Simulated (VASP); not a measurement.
# TiAl (P4/mmm) in VASP: relaxation of cell and atoms with r2SCAN

Aim: the relaxation of cell and atoms of TiAl with r2SCAN.

All numbers are computed with VASP 6.6.1; they aren't measurements. Logs are shortened: lines on timing, memory, paths and dates and some standing lists are left out, and cuts for length are marked.

## Step 1: The cell of the first run

Symmetry: P4/mmm, No. 123, tetragonal system. The conventional cell has a = 2.810 Å, b = 2.810 Å, c = 4.066 Å, α = 90.00°, β = 90.00°, γ = 90.00°. Within 3.7 Å of Ti (site symmetry 4/mmm) lie 4 Ti at 2.81 Å and 8 Al at 2.84 Å. Al (site symmetry 4/mmm) has 4 Al at 2.81 Å and 8 Ti at 2.84 Å within 3.7 Å.

## Step 2: Relaxation of cell and atoms, r2SCAN

POSCAR

```
TiAl
1.0
    2.8101048739      0.0000000000      0.0000000000
    0.0000000000      2.8101048739      0.0000000000
    0.0000000000      0.0000000000      4.0664883572
Ti Al
1 1
Direct
    0.5000000000      0.5000000000      0.5000000000
    0.0000000000      0.0000000000      0.0000000000
```

INCAR.step1

```
SYSTEM = TiAl
PREC     = Accurate       ! precision mode
ENCUT    = 550            ! plane-wave cutoff, eV
ISMEAR   = -1             ! smearing method
SIGMA    = 0.15           ! smearing width, eV
LREAL    = .False.        ! projectors in reciprocal space
LASPH    = .True.         ! aspherical terms in the spheres
NELM     = 120            ! most SCF steps
GGA      = PE             ! functional
ALGO     = Normal         ! electronic algorithm
EDIFF    = 1E-5           ! SCF threshold, eV
LWAVE    = .True.         ! write WAVECAR
LCHARG   = .False.        ! write CHGCAR
GGA_COMPAT= .False.      
IBRION   = 2              ! ionic algorithm
ISIF     = 3              ! what is computed and relaxed
EDIFFG   = -0.005         ! ionic threshold
NELMIN   = 4            
NSW      = 100            ! ionic steps
```

INCAR.step2

```
SYSTEM = TiAl
PREC     = Accurate       ! precision mode
ENCUT    = 550            ! plane-wave cutoff, eV
EDIFF    = 1E-7           ! SCF threshold, eV
ISMEAR   = -1             ! smearing method
SIGMA    = 0.15           ! smearing width, eV
LREAL    = .False.        ! projectors in reciprocal space
LASPH    = .True.         ! aspherical terms in the spheres
NELM     = 120            ! most SCF steps
ALGO     = Normal         ! electronic algorithm
ISIF     = 3              ! what is computed and relaxed
LWAVE    = .False.        ! write WAVECAR
LCHARG   = .False.        ! write CHGCAR
METAGGA  = R2SCAN         ! meta-GGA
LMIXTAU  = .True.       
IBRION   = 2              ! ionic algorithm
NSW      = 80             ! ionic steps
EDIFFG   = -0.001         ! ionic threshold
ISTART   = 1            
GGA_COMPAT= .False.      
NELMIN   = 4
```

KPOINTS

```
regular mesh
0
Gamma
  14 14 10
  0 0 0
```

Potentials or basis: VASP PAW PBE potentials, release 64 (Ti_sv, Al).

Started as:

```console
$ cat potpaw_PBE.64/Ti_sv/POTCAR potpaw_PBE.64/Al/POTCAR > POTCAR
$ cp INCAR.step1 INCAR
$ mpirun -np 1 vasp_std > vasp.out
$ cp INCAR.step2 INCAR
$ mpirun -np 1 vasp_std > vasp.out
```

OUTCAR:

```text
SYSTEM = TiAl
   PREC = Accurate
   ENCUT = 550
   EDIFF = 1E-7
   ISMEAR = -1
   LREAL = .False.
   LASPH = .True.
   NELM = 120
   ISIF = 3
   METAGGA = R2SCAN
   IBRION = 2
   NSW = 80
   EDIFFG = -0.001
   ISTART = 1
   NELMIN = 4

 ion  position               nearest neighbor table
   1  0.500  0.500  0.500-   2 2.84   2 2.84   2 2.84   2 2.84   2 2.84   2 2.84   2 2.84   2 2.84

   2  0.000  0.000  0.000-   1 2.84   1 2.84   1 2.84   1 2.84   1 2.84   1 2.84   1 2.84   1 2.84

  LATTYP: Found a simple tetragonal cell.
 ALAT       =     2.8101048739
 C/A-ratio  =     1.4470948736

  Lattice vectors:

 A1 = (   2.8101048739,   0.0000000000,   0.0000000000)
 A2 = (   0.0000000000,   2.8101048739,   0.0000000000)
 A3 = (   0.0000000000,   0.0000000000,   4.0664883572)

Analysis of symmetry for initial positions (statically):
=====================================================================
 Subroutine PRICEL returns:
 Original cell was already a primitive cell.

 Routine SETGRP: Setting up the symmetry group for a
 simple tetragonal supercell.

 Subroutine GETGRP returns: Found 16 space group operations
 (whereof 16 operations were pure point group operations)
 out of a pool of 16 trial point group operations.

The static configuration has the point symmetry D_4h.

Analysis of symmetry for dynamics (positions and initial velocities):
=====================================================================
 Subroutine PRICEL returns:
 Original cell was already a primitive cell.

 Routine SETGRP: Setting up the symmetry group for a
 simple tetragonal supercell.

 Subroutine GETGRP returns: Found 16 space group operations
 (whereof 16 operations were pure point group operations)
 out of a pool of 16 trial point group operations.

The dynamic configuration has the point symmetry D_4h.

 Subroutine INISYM returns: Found 16 space group operations
 (whereof 16 operations are pure point group operations),
 and found     1 'primitive' translations

----------------------------------------------------------------------------------------

                                     Primitive cell

  volume of cell :      32.1118

  direct lattice vectors                    reciprocal lattice vectors
     2.810104874  0.000000000  0.000000000     0.355858605  0.000000000  0.000000000
     0.000000000  2.810104874  0.000000000     0.000000000  0.355858605  0.000000000
[... 104 lines left out ...]
     AMIX     =   0.40;   BMIX     =  1.00
     AMIX_MAG =   1.60;   BMIX_MAG =  1.00
  volume/ion in A,a.u.               =      16.06       108.35
  Fermi-wavevector in a.u.,A,eV,Ry     =   1.270234  2.400394 21.952923  1.613494
  Thomas-Fermi vector in A             =   2.403232
   LORBIT       =      0    0 simple, 1 ext, 2 COOP (PROOUT), +10 PAW based schemes
   METAGGA = R2SCAN    functional components
   LHFCALC =     F    Hartree Fock is set to
   AEXX    =    0.0000 exact exchange contribution
   IVDW    =     0    specifies the selected vdW correction
   LEPSILON=     F    determine dielectric tensor
   LRPA    =     F    only Hartree local field effects (RPA)
 conjugate gradient relaxation of ions
 non-spin polarized calculation
  energy-cutoff  :      550.00
  volume of cell :       32.11
 maximum number of plane-waves:       961
 NGX is ok and might be reduce to    24
   NGX = 11   NGY = 11   NGZ = 15

--------------------------------------- Ionic step        1  -------------------------------------------

 number of electron      14.9999999 magnetization

 Free energy of the ion-electron system (eV)
  ---------------------------------------------------
  ext. energy  EPLUGINS =         0.00000000
  ---------------------------------------------------
  free energy    TOTEN  =       -20.65034405 eV

  energy without entropy =      -20.53274361  energy(sigma->0) =      -20.59154383

------------------------ aborting loop because EDIFF is reached ----------------------------------------

  FORCE on cell =-STRESS in cart. coord.  units (eV):
  Direction    XX          YY          ZZ          XY          YZ          ZX
  --------------------------------------------------------------------------------------
  -------------------------------------------------------------------------------------
  Total        0.0815858      0.0815858      0.0436843      0.0000000      0.0000000      0.0000000
  in kB        4.0706221      4.0706221      2.1795725      0.0000000      0.0000000      0.0000000
  external PRESSURE =       3.4402722 kB  Pullay stress =       0.0000000 kB
[... 167 lines left out ...]
--------------------------------------- Ionic step        6  -------------------------------------------

 number of electron      14.9999999 magnetization

 Free energy of the ion-electron system (eV)
  ---------------------------------------------------
  ext. energy  EPLUGINS =         0.00000000
  ---------------------------------------------------
  free energy    TOTEN  =       -20.65047034 eV

  energy without entropy =      -20.53257026  energy(sigma->0) =      -20.59152030

 E-fermi :   8.4412     XC(G=0): -11.8813

 val. band max:        8.4391731333   @ k =   0.3571   0.1429   0.2000
 cond. band min:       8.4413734161   @ k =   0.2143   0.0714   0.3000
 fundamental gap:      0.0022002827
 Fermi energy:         8.4411634528

 k-point     1 :       0.0000    0.0000    0.0000
  band No.  band energies     occupation
      1     -50.5360      2.00000
      2     -25.8995      2.00000
      3     -25.4273      2.00000
      4     -25.4273      2.00000
      5      -1.2110      2.00000
      6       6.4275      2.00000
      7       7.4445      1.99740
      8       7.8919      1.94993
      9      10.7971      0.00000
     10      10.7971      0.00000
     11      12.1260      0.00000
[... 309 lines left out ...]
 k-point    24 :       0.3571    0.2143    0.0000
  band No.  band energies     occupation
      1     -50.4601      2.00000
      2     -25.8250      2.00000
      3     -25.8226      2.00000
      4     -25.5858      2.00000
      5       2.1652      2.00000
      6       6.5354      1.99999
      7       7.2662      1.99921
      8       8.3757      1.21483
      9       9.4873      0.00187
     10       9.9692      0.00008
     11      12.2061      0.00000

 [... further k-points ...]

------------------------ aborting loop because EDIFF is reached ----------------------------------------

  FORCE on cell =-STRESS in cart. coord.  units (eV):
  Direction    XX          YY          ZZ          XY          YZ          ZX
  --------------------------------------------------------------------------------------
  -------------------------------------------------------------------------------------
  Total       -0.0000093     -0.0000093     -0.0006732      0.0000000     -0.0000000      0.0000000
  in kB       -0.0004644     -0.0004644     -0.0334939      0.0000000     -0.0000000      0.0000000
  external PRESSURE =      -0.0114742 kB  Pullay stress =       0.0000000 kB
[... 17 lines left out ...]
  FREE ENERGIE OF THE ION-ELECTRON SYSTEM (eV)
  ---------------------------------------------------
  free  energy   TOTEN  =       -20.6504703377 eV

  energy  without entropy=      -20.5325702585  energy(sigma->0) =      -20.59152030

 reached required accuracy - stopping structural energy minimisation
```

OUTCAR.step1:

```text
SYSTEM = TiAl
   PREC = Accurate
   ENCUT = 550
   ISMEAR = -1
   LREAL = .False.
   LASPH = .True.
   NELM = 120
   GGA = PE
[... 739 lines left out ...]
  -------------------------------------------------------------------------------------
  Total        0.0002688      0.0002688      0.0089598      0.0000000     -0.0000000      0.0000000
  in kB        0.0132277      0.0132277      0.4409894      0.0000000     -0.0000000      0.0000000
  external PRESSURE =       0.1558149 kB  Pullay stress =       0.0000000 kB
[... 17 lines left out ...]
  FREE ENERGIE OF THE ION-ELECTRON SYSTEM (eV)
  ---------------------------------------------------
  free  energy   TOTEN  =       -12.4582387007 eV

  energy  without entropy=      -12.3261652700  energy(sigma->0) =      -12.39220199

 reached required accuracy - stopping structural energy minimisation
```

OSZICAR.step1:

```text
N       E                     dE             d eps       ncg     rms          rms(c)
DAV:   1     0.101997863578E+03    0.10200E+03   -0.78977E+03  4768   0.143E+03
DAV:   2    -0.381238829392E+01   -0.10581E+03   -0.10272E+03  4819   0.350E+02
[... 65 lines left out ...]
   9 F= -.12458245E+02 E0= -.12392251E+02  d E =-.186827E-04
       N       E                     dE             d eps       ncg     rms          rms(c)
DAV:   1    -0.124584061719E+02   -0.16042E-03   -0.33135E-03  5540   0.930E-01    0.111E-01
DAV:   2    -0.124582674647E+02    0.13871E-03   -0.14743E-03  5877   0.466E-01    0.315E-02
DAV:   3    -0.124582377999E+02    0.29665E-04   -0.18022E-04  5628   0.133E-01    0.961E-03
DAV:   4    -0.124582387007E+02   -0.90079E-06   -0.20248E-05  4202   0.362E-02
  10 F= -.12458239E+02 E0= -.12392202E+02  d E =0.654509E-05
```

Wall time 12 min (1 thread of Intel Xeon Platinum 8488C (Sapphire Rapids), shared host); peak memory 0.24 GiB.

Results:

- Free energy: -20.6505 eV
- Relaxed volume: 16.10 Å³/atom
- Relaxed cell: a = 2.815 Å, b = 2.815 Å, c = 4.065 Å, α = 90.00°, β = 90.00°, γ = 90.00°
- Space group after relaxing (to 0.1 Å): P4/mmm (No. 123)
- Energy gained by relaxing: 0.1 meV/atom
- Ionic steps: 6
- Pressure after relaxing: 0.0 GPa
- Band gap on the k mesh: zero (an odd number of electrons rules out a gap without spin polarisation)

The path:
```tsv
step	energy change (eV)	largest force (eV/Å)	pressure (GPa)	volume (Å³)
1	0.0000	0.0000	0.34	32.11
2	-0.0001	0.0000	-0.26	32.27
3	-0.0001	0.0000	-0.03	32.21
4	-0.0001	0.0000	-0.02	32.21
5	-0.0001	0.0000	-0.01	32.20
6	-0.0001	0.0000	0.00	32.20
```

Final structure:
```
Ti Al
1.0
     2.81455    0.00000    0.00000
     0.00000    2.81455    0.00000
     0.00000    0.00000    4.06507
Ti Al
1 1
Direct
  0.50000 0.50000 0.50000
  0.00000 0.00000 0.00000
```

Caveat: the PAW data sets were made with another functional, which shifts forces and pressure a little.
